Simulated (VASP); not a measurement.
Write the native input for VASP 6.6.1 that does the following.

- Task: electric field gradients
- Functional: r2SCAN
- Potentials or basis: VASP PAW PBE potentials, release 64 (Ag)
- Cutoff: 520 eV
- k mesh: 18 × 18 × 10
- Occupations: fermi-dirac, width 0.05 eV
- Spin: no spin polarisation
- Dipole correction: no
- Further INCAR settings: ALGO = Normal; EDIFF = 1e-08; NBANDS = 18

Ag:

```xyz
2
Lattice="2.9300 0.0000 0.0000 -1.4650 2.5375 0.0000 0.0000 0.0000 4.7900" Properties=species:S:1:pos:R:3 pbc="T T T"
Ag    0.0000    1.6916    1.1975
Ag    1.4650    0.8458    3.5925
```

This isn't the form of Ag at room conditions, which is fcc.

One way to write it, as run:

POSCAR

```
Ag
1.0
    2.9300000000      0.0000000000      0.0000000000
   -1.4650000000      2.5374544331      0.0000000000
    0.0000000000      0.0000000000      4.7900000000
Ag
2
Direct
    0.3333333333      0.6666666667      0.2500000000
    0.6666666667      0.3333333333      0.7500000000
```

INCAR.step1

```
PREC     = Accurate       # precision mode
ENCUT    = 520            # plane-wave cutoff, eV
ISMEAR   = -1             # smearing method
SIGMA    = 0.05           # smearing width, eV
LREAL    = False          # projectors in reciprocal space
LASPH    = True           # aspherical terms in the spheres
NELM     = 80             # most SCF steps
NBANDS   = 18             # bands
GGA      = PE             # functional
ALGO     = Normal         # electronic algorithm
EDIFF    = 1E-4           # SCF threshold, eV
LWAVE    = True           # write WAVECAR
LCHARG   = False          # write CHGCAR
```

INCAR.step2

```
PREC     = Accurate       # precision mode
ENCUT    = 520            # plane-wave cutoff, eV
EDIFF    = 1E-8           # SCF threshold, eV
ISMEAR   = -1             # smearing method
SIGMA    = 0.05           # smearing width, eV
LREAL    = False          # projectors in reciprocal space
LASPH    = True           # aspherical terms in the spheres
NELM     = 80             # most SCF steps
ALGO     = Normal         # electronic algorithm
ISIF     = 2              # what is computed and relaxed
LWAVE    = False          # write WAVECAR
LCHARG   = False          # write CHGCAR
METAGGA  = R2SCAN         # meta-GGA
LMIXTAU  = True         
LEFG     = True         
NBANDS   = 18             # bands
ISTART   = 1
```

KPOINTS

```
regular mesh
0
Gamma
  18 18 10
```

Potentials or basis: VASP PAW PBE potentials, release 64 (Ag).

Launch:

```bash
$ cat potpaw_PBE.64/Ag/POTCAR > POTCAR
$ cp INCAR.step1 INCAR
$ mpirun -np 1 vasp_std > vasp.out
$ cp INCAR.step2 INCAR
$ mpirun -np 1 vasp_std > vasp.out
```

It gave:

- Pressure: -2.5 GPa
- Band gap on the k mesh: zero (bands 11 and 12 overlap by 7.83 eV)
- Largest electric field gradient by atom: Ag +1.1 V/Å²

Caveat: without QUAD_EFG the Cq values of the log hold for a quadrupole moment of 1 mb, not for the nuclei; the PAW data sets were made with another functional, which shifts forces and pressure a little.

Run time: 9.9 min on 1 thread of Intel Xeon 8259CL, with other jobs on the host, peak memory 0.25 GiB.
